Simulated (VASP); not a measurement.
A run of VASP 6.6.1 is set up as follows.

Contents of INCAR:

```
SYSTEM = Tl
PREC     = Accurate       ! precision mode
ENCUT    = 520            ! plane-wave cutoff, eV
EDIFF    = 1E-7           ! SCF threshold, eV
ISMEAR   = 0              ! smearing method
SIGMA    = 0.15           ! smearing width, eV
LREAL    = .False.        ! projectors in reciprocal space
LASPH    = .True.         ! aspherical terms in the spheres
NELM     = 80             ! most SCF steps
ALGO     = Fast           ! electronic algorithm
ISIF     = 2              ! what is computed and relaxed
LWAVE    = .False.        ! write WAVECAR
LCHARG   = .False.        ! write CHGCAR
GGA      = PS             ! functional
NBANDS   = 12             ! bands
```

File KPOINTS:

```
Automatic mesh
0
Gamma
  20 20 20
  0 0 0
```

File POSCAR:

```
Tl
1.0
   -2.2407208218      2.2407208218      1.4564685342
    2.2407208218     -2.2407208218      1.4564685342
    2.2407208218      2.2407208218     -1.4564685342
Tl
1
Direct
    0.0000000000      0.0000000000      0.0000000000
```

Potentials or basis: VASP PAW PBE potentials, release 64 (Tl_d).

Command:

```bash
$ cat potpaw_PBE.64/Tl_d/POTCAR > POTCAR
$ mpirun -np 1 vasp_std > vasp.out
```

Task: What does it give for the pressure?

Result: 2.2 GPa.

Stress tensor (GPa, compression positive):
```
-1.10  0.00  0.00
 0.00 -1.10  0.00
 0.00  0.00  8.90
```

Caveat: the PAW data sets were made with another functional, which shifts forces and pressure a little.
